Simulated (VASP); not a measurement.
# Ir (P6_3/mmc) in VASP: a series of runs

Runs on Ir. Level: LDA. Tasks: single point.

All numbers are computed with VASP 6.6.1; they aren't measurements. Logs are shortened: lines on timing, memory, paths and dates and some standing lists are left out, and cuts for length are marked.

## 1. The cell of the first run

Symmetry: P6_3/mmc, No. 194, hexagonal system. The conventional cell has a = 2.732 Å, b = 2.732 Å, c = 4.269 Å, α = 90.00°, β = 90.00°, γ = 120.00°. Ir (site symmetry -6m2) has 12 Ir at 2.65 to 2.73 Å within 3.5 Å.

This isn't the form of Ir at room conditions, which is fcc.

## 2. Single point, LDA

INCAR reads:

```
ALGO = Fast ; EDIFF = 1E-7
ENCUT = 520 ; GGA = CA
ISIF = 2 ; ISMEAR = 0
LASPH = T ; LCHARG = F
LREAL = F ; LWAVE = F
NBANDS = 16 ; NELM = 60
PREC = Accurate ; SIGMA = 0.15
```

KPOINTS reads:

```
k-points
0
Gamma
  18 18 10
```

POSCAR reads:

```
Ir
1.0
    2.7323000000      0.0000000000      0.0000000000
   -1.3661500000      2.3662412107      0.0000000000
    0.0000000000      0.0000000000      4.2693000000
Ir
2
Direct
    0.6666666667      0.3333333333      0.7500000000
    0.3333333333      0.6666666667      0.2500000000
```

Potentials or basis: VASP PAW LDA potentials, release 64 (Ir).

Started as:

```sh
$ cat potpaw_LDA.64/Ir/POTCAR > POTCAR
$ mpirun -np 1 vasp_std > vasp.out
```

OUTCAR:

```text
EDIFF = 1E-7
   ENCUT = 520
   GGA = CA
   ISIF = 2
   ISMEAR = 0
   LASPH = T
   LREAL = F
   NELM = 60
   PREC = Accurate

 ion  position               nearest neighbor table
   1  0.667  0.333  0.750-   2 2.65   2 2.65   2 2.65   2 2.65   2 2.65   2 2.65
   2  0.333  0.667  0.250-   1 2.65   1 2.65   1 2.65   1 2.65   1 2.65   1 2.65

  LATTYP: Found a hexagonal cell.
 ALAT       =     2.7323000000
 C/A-ratio  =     1.5625297369

  Lattice vectors:

 A1 = (   2.7323000000,   0.0000000000,   0.0000000000)
 A2 = (  -1.3661500000,   2.3662412107,   0.0000000000)
 A3 = (   0.0000000000,   0.0000000000,   4.2693000000)

Analysis of symmetry for initial positions (statically):
=====================================================================
 Subroutine PRICEL returns:
 Original cell was already a primitive cell.

 Routine SETGRP: Setting up the symmetry group for a
 hexagonal supercell.

 Subroutine GETGRP returns: Found 24 space group operations
 (whereof 12 operations were pure point group operations)
 out of a pool of 24 trial point group operations.

The static configuration has the point symmetry D_3d.
 The point group associated with its full space group is D_6h.

Analysis of symmetry for dynamics (positions and initial velocities):
=====================================================================
 Subroutine PRICEL returns:
 Original cell was already a primitive cell.

 Routine SETGRP: Setting up the symmetry group for a
 hexagonal supercell.

 Subroutine GETGRP returns: Found 24 space group operations
 (whereof 12 operations were pure point group operations)
 out of a pool of 24 trial point group operations.

The dynamic configuration has the point symmetry D_3d.
 The point group associated with its full space group is D_6h.

 Subroutine INISYM returns: Found 24 space group operations
 (whereof 12 operations are pure point group operations),
 and found     1 'primitive' translations

----------------------------------------------------------------------------------------

                                     Primitive cell

  volume of cell :      27.6022

  direct lattice vectors                    reciprocal lattice vectors
     2.732300000  0.000000000  0.000000000     0.365992021  0.211305592  0.000000000
    -1.366150000  2.366241211  0.000000000     0.000000000  0.422611184  0.000000000
     0.000000000  0.000000000  4.269300000     0.000000000  0.000000000  0.234230436

  length of vectors
[... 81 lines left out ...]
   NELM   =     60;   NELMIN=  2; NELMDL= -5     # of ELM steps
   EDIFF  = 0.1E-06   stopping-criterion for ELM
   LREAL  =      F    real-space projection
   EDIFFG = 0.1E-05   stopping-criterion for IOM
   NSW    =      0    number of steps for IOM
   IBRION =     -1    ionic relax: 0-MD 1-quasi-New 2-CG
   NFREE  =      0    steps in history (QN), initial steepest desc. (CG)
   ISIF   =      2    stress and relaxation
   ISYM   =      2    0-nonsym 1-usesym 2-fastsym
   POTIM  = 0.5000    time-step for ionic-motion
   TEBEG  =    0.0;   TEEND  =   0.0 temperature during run
   PSTRESS=    0.0 pullay stress
   NELECT =      18.0000    total number of electrons
   NUPDOWN=      -1.0000    fix difference up-down
   EMIN   =  10.00;   EMAX   =-10.00  energy-range for DOS
   EFERMI =   0.00;   METHOD = LEGACY
   ISMEAR =     0;   SIGMA  =   0.15  broadening in eV -4-tet -1-fermi 0-gaus
   EFERMI_NEDOS =   21; number of points for ismear=-14 and -15
   IALGO  =     68    algorithm
   IMIX   =      4    mixing-type and parameters
     AMIX     =   0.40;   BMIX     =  1.00
     AMIX_MAG =   1.60;   BMIX_MAG =  1.00
  volume/ion in A,a.u.               =      13.80        93.13
  Fermi-wavevector in a.u.,A,eV,Ry     =   1.419660  2.682768 27.421647  2.015434
  Thomas-Fermi vector in A             =   2.540657
   LORBIT       =      0    0 simple, 1 ext, 2 COOP (PROOUT), +10 PAW based schemes
   GGA     = CA    functional components
   LHFCALC =     F    Hartree Fock is set to
   AEXX    =    0.0000 exact exchange contribution
   IVDW    =     0    specifies the selected vdW correction
   LEPSILON=     F    determine dielectric tensor
   LRPA    =     F    only Hartree local field effects (RPA)
 non-spin polarized calculation
 RMM-DIIS sequential band-by-band and
 Gauss-broadening in eV      SIGMA  =   0.15
  energy-cutoff  :      520.00
  volume of cell :       27.60
 maximum number of plane-waves:       758
   NGX = 11   NGY = 11   NGZ = 15

 number of electron      18.0000003 magnetization

 Free energy of the ion-electron system (eV)
  ---------------------------------------------------
  ext. energy  EPLUGINS =         0.00000000
  ---------------------------------------------------
  free energy    TOTEN  =       -20.46801700 eV

  energy without entropy =      -20.44192015  energy(sigma->0) =      -20.45496857

 E-fermi :  10.9282     XC(G=0): -14.2796

 val. band max:       10.9262536809   @ k =   0.2778  -0.0000   0.4000
 cond. band min:      10.9350761834   @ k =   0.0556  -0.0000   0.4000
 fundamental gap:      0.0088225025
 Fermi energy:        10.9282199940

 k-point     1 :       0.0000    0.0000    0.0000
  band No.  band energies     occupation
      1      -0.6210      2.00000
      2       2.4568      2.00000
      3       6.8203      2.00000
      4       6.8203      2.00000
      5       7.1337      2.00000
      6       7.6078      2.00000
[... 433 lines left out ...]
      3       3.7818      2.00000
      4       6.2286      2.00000
      5       6.5474      2.00000
      6       7.3153      2.00000
[... 8 lines left out ...]
     15      22.1245      0.00000
     16      24.4901      0.00000

 [... further k-points ...]

------------------------ aborting loop because EDIFF is reached ----------------------------------------

  FORCE on cell =-STRESS in cart. coord.  units (eV):
  Direction    XX          YY          ZZ          XY          YZ          ZX
  --------------------------------------------------------------------------------------
  -------------------------------------------------------------------------------------
  Total        0.1854671      0.1854671      3.0250758     -0.0000000     -0.0000000      0.0000000
  in kB       10.7654795     10.7654795    175.5912120     -0.0000000     -0.0000000      0.0000000
  external PRESSURE =      65.7073903 kB  Pullay stress =       0.0000000 kB

 VOLUME and BASIS-vectors are now :
 -----------------------------------------------------------------------------
  energy-cutoff  :      520.00
  volume of cell :       27.60
      direct lattice vectors                 reciprocal lattice vectors
     2.732300000  0.000000000  0.000000000     0.365992021  0.211305592  0.000000000
    -1.366150000  2.366241211  0.000000000     0.000000000  0.422611184  0.000000000
     0.000000000  0.000000000  4.269300000     0.000000000  0.000000000  0.234230436

 POSITION                                       TOTAL-FORCE (eV/Angst)
 -----------------------------------------------------------------------------------
      1.36615      0.78875      3.20198         0.000000      0.000000      0.000000
     -0.00000      1.57749      1.06733        -0.000000      0.000000      0.000000
 -----------------------------------------------------------------------------------
    total drift:                               -0.000000      0.000000     -0.000000

  FREE ENERGIE OF THE ION-ELECTRON SYSTEM (eV)
  ---------------------------------------------------
  free  energy   TOTEN  =       -20.4680169983 eV

  energy  without entropy=      -20.4419201466  energy(sigma->0) =      -20.45496857
```

stdout:

```text
POSCAR found type information on POSCAR Ir
 POSCAR found :  1 types and       2 ions
 scaLAPACK will be used
 LDA part: xc-table for (Slater(with rela. corr.)+CA(PZ))
 , standard interpolation
 POSCAR, INCAR and KPOINTS ok, starting setup
 FFT: planning ... GRIDC
 FFT: planning ... GRID_SOFT
 FFT: planning ... GRID
 WAVECAR not read
 entering main loop
```

Wall time 3 min (1 thread of Intel Xeon 8259CL, shared host); peak memory 0.19 GiB.

Results:

```
Free energy            : -20.4680 eV
Pressure               : 6.6 GPa
Band gap on the k mesh : zero (bands 9 and 10 overlap by 3.48 eV)
```

Caveat: the stress differs along the axes, from 1 to 18 GPa; spin-orbit coupling is left out, which moves the levels of the heavy elements.

(Continued in part 2 of 2.)
